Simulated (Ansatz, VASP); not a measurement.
# One calculation of CoO, two programs

The input INCAR:

```
SYSTEM = CoO
PREC = Accurate ; ENCUT = 520
EDIFF = 1E-6 ; ISMEAR = 0
SIGMA = 0.15 ; LREAL = .FALSE.
LASPH = .TRUE. ; NELM = 150
ALGO = Normal ; ISIF = 2
LWAVE = .FALSE. ; LCHARG = .FALSE.
ISPIN = 2 ; MAGMOM = 2.7 0.34
LORBIT = 11 ; LMAXMIX = 4
GGA = PE ; NBANDS = 18
```

Contents of KPOINTS:

```
Automatic mesh
0
G
  24 24 24
  0 0 0
```

POSCAR

```
CoO
1.0
   -1.5919462869      1.5919462869      1.8908714463
    1.5919462869     -1.5919462869      1.8908714463
    1.5919462869      1.5919462869     -1.8908714463
Co O
1 1
Direct
    0.0000000000      0.0000000000      0.0000000000
    0.5000000000      0.5000000000      0.0000000000
```

Input for Ansatz:

```yaml
crystal:
  lattice:
    - [-1.5919462869, 1.5919462869, 1.8908714463]
    - [1.5919462869, -1.5919462869, 1.8908714463]
    - [1.5919462869, 1.5919462869, -1.8908714463]
  atoms:
    - { symbol: Co, position: [0.0, 0.0, 0.0], spin: 2.7 }
    - { symbol: O, position: [0.5, 0.5, 0.0], spin: 0.34 }
basis:
  ecutwfc: 420
kpoints:
  mp_grid: { grid: [24, 24, 24] }
hamiltonian:
  xc: pbe
scf:
  occupations: { method: gaussian, width: 0.15 }
output:
  forces: true
  stress: true
  eigenvalues: true
  populations: true
magnetization:
  spin_polarized: true
```

Alike in both runs: task single point; functional PBE; k mesh 24 × 24 × 24; occupations gaussian, width 0.15 eV; collinear spin.

|  | VASP | Ansatz |
| --- | --- | --- |
| version | VASP 6.6.1 | Ansatz 0.2.0 |
| potentials or method | VASP PAW PBE potentials, release 64 (Co, O), cutoff 520 eV | scalar-relativistic, plane waves, PAW |
| valence electrons in the cell | 15 | 23 |

VASP gave:

| Property | Result |
| --- | --- |
| gap on the k mesh at the Fermi level (eV) | none |
| pressure (GPa) | 8.0 |
| traceless stress, the component that is largest in VASP (GPa) | 12.49 |
| net moment per atom (μB) | 1.37 |
| size of the moment on the site where the two differ most (μB) | 2.40 |

**Question.** Estimate Ansatz's values.

**Answer.** gap on the k mesh at the Fermi level (eV): none; pressure (GPa): 8.7; traceless stress, the component that is largest in VASP (GPa): 12.36; net moment per atom (μB): 1.38; size of the moment on the site where the two differ most (μB): 2.24.

Site moments also hang on the region over which each program counts them. A gap of «none» marks a metal or a gap that the smearing closes. With one functional, cell and mesh, what is left measures potentials, basis and numerics. VASP's potentials hold 15 valence electrons a cell and Ansatz's 23, so a difference there can come from the potentials and not from the codes.
